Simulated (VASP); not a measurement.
Pd, 1 atom in the cell. The structure is cubic, space group Fm-3m (No. 225). The conventional cell has a = 3.841 Å, b = 3.841 Å, c = 3.841 Å, α = 90.00°, β = 90.00°, γ = 90.00°. Pd (site symmetry m-3m) has 12 Pd at 2.72 Å within 3.6 Å. 

| Property | Result |
| --- | --- |
| Program | VASP 6.6.1 |
| Task | single point |
| Functional | LDA |
| Potentials or basis | VASP PAW LDA potentials, release 64 (Pd) |
| Cutoff | 520 eV |
| k mesh | 14 × 14 × 14 |
| Occupations | methfessel-paxton, width 0.01 eV |
| Spin | collinear spin, ferromagnetic start |
| Starting moments | [0.5] μB |
| Dipole correction | no |
| Further INCAR settings | ALGO = Normal; EDIFF = 1e-06; NBANDS = 15 |

Potentials or basis: VASP PAW LDA potentials, release 64 (Pd).

Run with:

```bash
$ cat potpaw_LDA.64/Pd/POTCAR > POTCAR
$ mpirun -np 1 vasp_std > vasp.out
```

Hardware: 1 thread of Intel(R) Xeon(R) 6975P-C (Granite Rapids) (shared host).

Q: Estimate the wall time of this run.

A: Wall time 15 s on 1 thread of Intel(R) Xeon(R) 6975P-C (Granite Rapids) (shared host), peak memory 0.14 GiB. Counts: scf iterations 12, k points 104.
